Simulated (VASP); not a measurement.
# BiS (Pm-3m) in VASP: notebook

BiS is run at these levels: RPBE+D3(BJ), PBEsol+D3(BJ); tasks: single point.

All numbers are computed with VASP 6.6.1; they aren't measurements. Logs are shortened: lines on timing, memory, paths and dates and some standing lists are left out, and cuts for length are marked.

## (1) The cell of the first run

Symmetry: Pm-3m, No. 221, cubic system. The conventional cell has a = 3.292 Å, b = 3.292 Å, c = 3.292 Å, α = 90.00°, β = 90.00°, γ = 90.00°. Bi (site symmetry m-3m) has 8 S at 2.85 Å and 6 Bi at 3.29 Å within 3.8 Å. S (site symmetry m-3m) has 8 Bi at 2.85 Å and 6 S at 3.29 Å within 3.8 Å.

## (2) Single point, RPBE+D3(BJ)

Input file INCAR:

```
SYSTEM = BiS
PREC     = Accurate       ! precision mode
ENCUT    = 520            ! plane-wave cutoff, eV
EDIFF    = 1E-6           ! SCF threshold, eV
ISMEAR   = -1             ! smearing method
SIGMA    = 0.05           ! smearing width, eV
LREAL    = .FALSE.        ! projectors in reciprocal space
LASPH    = .TRUE.         ! aspherical terms in the spheres
NELM     = 100            ! most SCF steps
ALGO     = Normal         ! electronic algorithm
ISIF     = 2              ! what is computed and relaxed
LWAVE    = .FALSE.        ! write WAVECAR
LCHARG   = .FALSE.        ! write CHGCAR
GGA      = RP             ! functional
IVDW     = 12             ! dispersion correction
NBANDS   = 18             ! bands
```

Input file KPOINTS:

```
Automatic mesh
0
G
  7 7 7
  0 0 0
```

Input file POSCAR:

```
BiS
1.0
    3.2918024132      0.0000000000      0.0000000000
    0.0000000000      3.2918024132      0.0000000000
    0.0000000000      0.0000000000      3.2918024132
Bi S
1 1
Direct
    0.5000000000      0.5000000000      0.5000000000
    0.0000000000      0.0000000000      0.0000000000
```

Potentials or basis: VASP PAW PBE potentials, release 64 (Bi_d, S).

Launch:

```console
> cat potpaw_PBE.64/Bi_d/POTCAR potpaw_PBE.64/S/POTCAR > POTCAR
> mpirun -np 1 vasp_std > vasp.out
```

OUTCAR:

```text
SYSTEM = BiS
   PREC = Accurate
   ENCUT = 520
   EDIFF = 1E-6
   ISMEAR = -1
   LREAL = .FALSE.
   LASPH = .TRUE.
   NELM = 100
   ISIF = 2
   GGA = RP
   IVDW = 12
 IVDW          = 12

 ion  position               nearest neighbor table
   1  0.500  0.500  0.500-   2 2.85   2 2.85   2 2.85   2 2.85   2 2.85   2 2.85   2 2.85   2 2.85

   2  0.000  0.000  0.000-   1 2.85   1 2.85   1 2.85   1 2.85   1 2.85   1 2.85   1 2.85   1 2.85

  LATTYP: Found a simple cubic cell.
 ALAT       =     3.2918024132

  Lattice vectors:

 A1 = (   3.2918024132,   0.0000000000,   0.0000000000)
 A2 = (   0.0000000000,   3.2918024132,   0.0000000000)
 A3 = (   0.0000000000,   0.0000000000,   3.2918024132)

Analysis of symmetry for initial positions (statically):
=====================================================================
 Subroutine PRICEL returns:
 Original cell was already a primitive cell.

 Routine SETGRP: Setting up the symmetry group for a
 simple cubic supercell.

 Subroutine GETGRP returns: Found 48 space group operations
 (whereof 48 operations were pure point group operations)
 out of a pool of 48 trial point group operations.

The static configuration has the point symmetry O_h .

Analysis of symmetry for dynamics (positions and initial velocities):
=====================================================================
 Subroutine PRICEL returns:
 Original cell was already a primitive cell.

 Routine SETGRP: Setting up the symmetry group for a
 simple cubic supercell.

 Subroutine GETGRP returns: Found 48 space group operations
 (whereof 48 operations were pure point group operations)
 out of a pool of 48 trial point group operations.

The dynamic configuration has the point symmetry O_h .

 Subroutine INISYM returns: Found 48 space group operations
 (whereof 48 operations are pure point group operations),
 and found     1 'primitive' translations

----------------------------------------------------------------------------------------

                                     Primitive cell

  volume of cell :      35.6698

  direct lattice vectors                    reciprocal lattice vectors
     3.291802413  0.000000000  0.000000000     0.303784940  0.000000000  0.000000000
     0.000000000  3.291802413  0.000000000     0.000000000  0.303784940  0.000000000
     0.000000000  0.000000000  3.291802413     0.000000000  0.000000000  0.303784940

  length of vectors
     3.291802413  3.291802413  3.291802413     0.303784940  0.303784940  0.303784940

  position of ions in fractional coordinates (direct lattice)
     0.500000000  0.500000000  0.500000000
     0.000000000  0.000000000  0.000000000

  ion indices of the primitive-cell ions
   primitive index   ion index
                 1           1
                 2           2

----------------------------------------------------------------------------------------

 KPOINTS: Automatic mesh

Automatic generation of k-mesh.
 Grid dimensions read from file:
 generate k-points for:    7    7    7

 Generating k-lattice:

  Cartesian coordinates                     Fractional coordinates (reciprocal lattice)
     0.043397849  0.000000000  0.000000000     0.142857143  0.000000000  0.000000000
     0.000000000  0.043397849  0.000000000     0.000000000  0.142857143  0.000000000
     0.000000000  0.000000000  0.043397849     0.000000000  0.000000000  0.142857143

  Length of vectors
     0.043397849  0.043397849  0.043397849

  Shift w.r.t. Gamma in fractional coordinates (k-lattice)
     0.000000000  0.000000000  0.000000000

 Subroutine IBZKPT returns following result:
 ===========================================

 Found     20 irreducible k-points:

 Following reciprocal coordinates:
            Coordinates               Weight
  0.000000  0.000000  0.000000      1.000000
  0.142857  0.000000  0.000000      6.000000
  0.285714  0.000000  0.000000      6.000000
  0.428571  0.000000  0.000000      6.000000
  0.142857  0.142857  0.000000     12.000000
  0.285714  0.142857  0.000000     24.000000
[... 12 lines left out ...]
  0.428571  0.428571  0.285714     24.000000
  0.428571  0.428571  0.428571      8.000000
   k-points           NKPTS =     20   k-points in BZ     NKDIM =     20   number of bands    NBANDS=     18
   number of dos      NEDOS =    301   number of ions     NIONS =      2
   total plane-waves  NPLWV =  13824
   dimension x,y,z NGX =    24 NGY =   24 NGZ =   24
   dimension x,y,z NGXF=    48 NGYF=   48 NGZF=   48
   ions per type =               1   1
   NGX,Y,Z   is equivalent  to a cutoff of  12.12, 12.12, 12.12 a.u.
   NGXF,Y,Z  is equivalent  to a cutoff of  24.24, 24.24, 24.24 a.u.
 SYSTEM =  BiS
   PREC   = accura    normal or accurate (medium, high low for compatibility)
   ISTART =      0    job   : 0-new  1-cont  2-samecut
   ICHARG =      2    charge: 1-file 2-atom 10-const
   ISPIN  =      1    spin polarized calculation?
   LNONCOLLINEAR =      F non collinear calculations
   LSORBIT =      F    spin-orbit coupling
   LASPH  =      T    aspherical Exc in radial PAW
   ENCUT  =  520.0 eV  38.22 Ry    6.18 a.u.   6.12  6.12  6.12*2*pi/ulx,y,z
   NELM   =    100;   NELMIN=  2; NELMDL= -5     # of ELM steps
   EDIFF  = 0.1E-05   stopping-criterion for ELM
   LREAL  =      F    real-space projection
   EDIFFG = 0.1E-04   stopping-criterion for IOM
   NSW    =      0    number of steps for IOM
   IBRION =     -1    ionic relax: 0-MD 1-quasi-New 2-CG
   NFREE  =      0    steps in history (QN), initial steepest desc. (CG)
   ISIF   =      2    stress and relaxation
   ISYM   =      2    0-nonsym 1-usesym 2-fastsym
   POTIM  = 0.5000    time-step for ionic-motion
   TEBEG  =    0.0;   TEEND  =   0.0 temperature during run
   PSTRESS=    0.0 pullay stress
   NELECT =      21.0000    total number of electrons
   NUPDOWN=      -1.0000    fix difference up-down
   EMIN   =  10.00;   EMAX   =-10.00  energy-range for DOS
   EFERMI =   0.00;   METHOD = LEGACY
   ISMEAR =    -1;   SIGMA  =   0.05  broadening in eV -4-tet -1-fermi 0-gaus
   EFERMI_NEDOS =   21; number of points for ismear=-14 and -15
   IALGO  =     38    algorithm
   IMIX   =      4    mixing-type and parameters
     AMIX     =   0.40;   BMIX     =  1.00
     AMIX_MAG =   1.60;   BMIX_MAG =  1.00
  volume/ion in A,a.u.               =      17.83       120.36
  Fermi-wavevector in a.u.,A,eV,Ry     =   1.372084  2.592864 25.614541  1.882616
  Thomas-Fermi vector in A             =   2.497723
   LORBIT       =      0    0 simple, 1 ext, 2 COOP (PROOUT), +10 PAW based schemes
   GGA     = RP    functional components
   LHFCALC =     F    Hartree Fock is set to
   AEXX    =    0.0000 exact exchange contribution
   IVDW    =    12    specifies the selected vdW correction
   LEPSILON=     F    determine dielectric tensor
   LRPA    =     F    only Hartree local field effects (RPA)
 non-spin polarized calculation
  energy-cutoff  :      520.00
  volume of cell :       35.67
 maximum number of plane-waves:       974
   NGX = 13   NGY = 13   NGZ = 13

 number of electron      20.9999989 magnetization

 Free energy of the ion-electron system (eV)
  ---------------------------------------------------
  ext. energy  EPLUGINS =         0.00000000
  ---------------------------------------------------
  free energy    TOTEN  =        -6.12878762 eV

  energy without entropy =       -6.11458679  energy(sigma->0) =       -6.12168720

 E-fermi :  12.4322     XC(G=0): -11.8716

 val. band max:       12.4309858163   @ k =   0.2857   0.2857   0.2857
 cond. band min:      12.6004569385   @ k =   0.4286   0.1429   0.1429
 fundamental gap:      0.1694711222
 Fermi energy:        12.4322059297

 k-point     1 :       0.0000    0.0000    0.0000
  band No.  band energies     occupation
      1     -11.8207      2.00000
      2     -11.8207      2.00000
      3     -11.5094      2.00000
      4     -11.5094      2.00000
      5     -11.5094      2.00000
      6      -5.4771      2.00000
[... 10 lines left out ...]
     17      24.2577      0.00000
     18      24.2577      0.00000

 k-point     2 :       0.1429    0.0000    0.0000
  band No.  band energies     occupation
      1     -11.8177      2.00000
      2     -11.7744      2.00000
      3     -11.5268      2.00000
      4     -11.5268      2.00000
      5     -11.5078      2.00000
      6      -5.2014      2.00000
[... 10 lines left out ...]
     17      24.0685      0.00000
     18      24.1543      0.00000

 k-point     3 :       0.2857    0.0000    0.0000
  band No.  band energies     occupation
      1     -11.8109      2.00000
      2     -11.6707      2.00000
      3     -11.5654      2.00000
      4     -11.5654      2.00000
      5     -11.5039      2.00000
      6      -4.3856      2.00000
[... 10 lines left out ...]
     17      23.9832      0.00000
     18      24.8092      0.00000

 k-point     4 :       0.4286    0.0000    0.0000
  band No.  band energies     occupation
      1     -11.8054      2.00000
      2     -11.5960      2.00000
      3     -11.5960      2.00000
      4     -11.5880      2.00000
      5     -11.5007      2.00000
      6      -3.1397      2.00000
[... 291 lines left out ...]
      4     -11.5680      2.00000
      5     -11.4799      2.00000
      6      -1.4590      2.00000
[... 10 lines left out ...]
     17      26.3572      0.00000
     18      27.1823      0.00000

 k-point    19 :       0.4286    0.4286    0.2857
  band No.  band energies     occupation
      1     -11.7149      2.00000
      2     -11.6577      2.00000
      3     -11.6557      2.00000
      4     -11.5225      2.00000
      5     -11.4290      2.00000
      6      -0.9229      2.00000
[... 10 lines left out ...]
     17      27.5353      0.00000
     18      27.7217      0.00000

 k-point    20 :       0.4286    0.4286    0.4286
  band No.  band energies     occupation
      1     -11.7017      2.00000
      2     -11.6964      2.00000
      3     -11.6964      2.00000
      4     -11.4270      2.00000
      5     -11.4270      2.00000
      6      -0.6406      2.00000
[... 10 lines left out ...]
     17      28.9129      0.00000
     18      28.9136      0.00000

------------------------ aborting loop because EDIFF is reached ----------------------------------------

 Edisp (eV)   -6.01436

 E8    (eV) :    -3.9672

  FORCE on cell =-STRESS in cart. coord.  units (eV):
  Direction    XX          YY          ZZ          XY          YZ          ZX
  --------------------------------------------------------------------------------------
  -------------------------------------------------------------------------------------
  Total      -0.04256    -0.04256    -0.04256    -0.00000     0.00000    -0.00000
  in kB      -1.91170    -1.91170    -1.91170    -0.00000     0.00000    -0.00000
  external pressure =       -1.91 kB  Pullay stress =        0.00 kB

 VOLUME and BASIS-vectors are now :
 -----------------------------------------------------------------------------
  energy-cutoff  :      520.00
  volume of cell :       35.67
      direct lattice vectors                 reciprocal lattice vectors
     3.291802413  0.000000000  0.000000000     0.303784940  0.000000000  0.000000000
     0.000000000  3.291802413  0.000000000     0.000000000  0.303784940  0.000000000
     0.000000000  0.000000000  3.291802413     0.000000000  0.000000000  0.303784940

 POSITION                                       TOTAL-FORCE (eV/Angst)
 -----------------------------------------------------------------------------------
      1.64590      1.64590      1.64590         0.000000      0.000000      0.000000
      0.00000      0.00000      0.00000         0.000000      0.000000      0.000000
 -----------------------------------------------------------------------------------
    total drift:                                0.000000      0.000000     -0.000000

  FREE ENERGIE OF THE ION-ELECTRON SYSTEM (eV)
  ---------------------------------------------------
  free  energy   TOTEN  =       -12.1431468405 eV

  energy  without entropy=      -12.1289460086  energy(sigma->0) =      -12.13604642
```

Wall time 6.1 s (1 thread of Intel Xeon 6975P-C, shared host); peak memory 0.15 GiB.

What came out:

- Free energy: -12.1431 eV
- Pressure: -0.2 GPa
- Dispersion energy per atom: -3.007 eV

Levels at points of the mesh, in eV from the Fermi level:
```tsv
k point	band 6	band 7	band 8	band 9	band 10	band 11	band 12	band 13	band 14	band 15
(0.00, 0.00, 0.00)	-17.91	-8.60	-4.34	-4.34	-4.34	2.87	2.87	6.27	6.27	6.27
```

Caveat: the PAW data sets were made with another functional, which shifts forces and pressure a little; spin-orbit coupling is left out, which moves the levels of the heavy elements; pairwise dispersion overbinds metals, which lowers pressure and volume.

## (3) Single point, PBEsol+D3(BJ)

This run uses another cell than the first one, of 21.22 Å³/atom, 1.190 times its volume.

Input file INCAR:

```
PREC = Accurate ; ENCUT = 520
EDIFF = 1E-6 ; ISMEAR = -1
SIGMA = 0.05 ; LREAL = False
LASPH = True ; NELM = 100
ALGO = Normal ; ISIF = 2
LWAVE = False ; LCHARG = False
GGA = PS ; IVDW = 12
NBANDS = 18
```

Input file KPOINTS:

```
regular mesh
0
Gamma
  7 7 7
```

Input file POSCAR:

```
BiS
1.0
    3.4882008987      0.0000000000      0.0000000000
    0.0000000000      3.4882008987      0.0000000000
    0.0000000000      0.0000000000      3.4882008987
Bi S
1 1
Direct
    0.5000000000      0.5000000000      0.5000000000
    0.0000000000      0.0000000000      0.0000000000
```

Potentials or basis: VASP PAW PBE potentials, release 64 (Bi_d, S).

Launch:

```console
> cat potpaw_PBE.64/Bi_d/POTCAR potpaw_PBE.64/S/POTCAR > POTCAR
> mpirun -np 1 vasp_std > vasp.out
```

Run time: 11 s. Hardware: 1 thread of Intel Xeon 6975P-C, shared host; peak memory 0.17 GiB.

It converged, with:

```
Free energy                : -9.7012 eV
Pressure                   : 0.0 GPa
Dispersion energy per atom : -0.459 eV
```

Levels at points of the mesh, in eV from the Fermi level:
```tsv
k point	band 8	band 9	band 10	band 11	band 12	band 13
(0.00, 0.00, 0.00)	-3.57	-3.57	-3.57	3.39	3.39	4.84
```

Caveat: the PAW data sets were made with another functional, which shifts forces and pressure a little; spin-orbit coupling is left out, which moves the levels of the heavy elements; pairwise dispersion overbinds metals, which lowers pressure and volume.
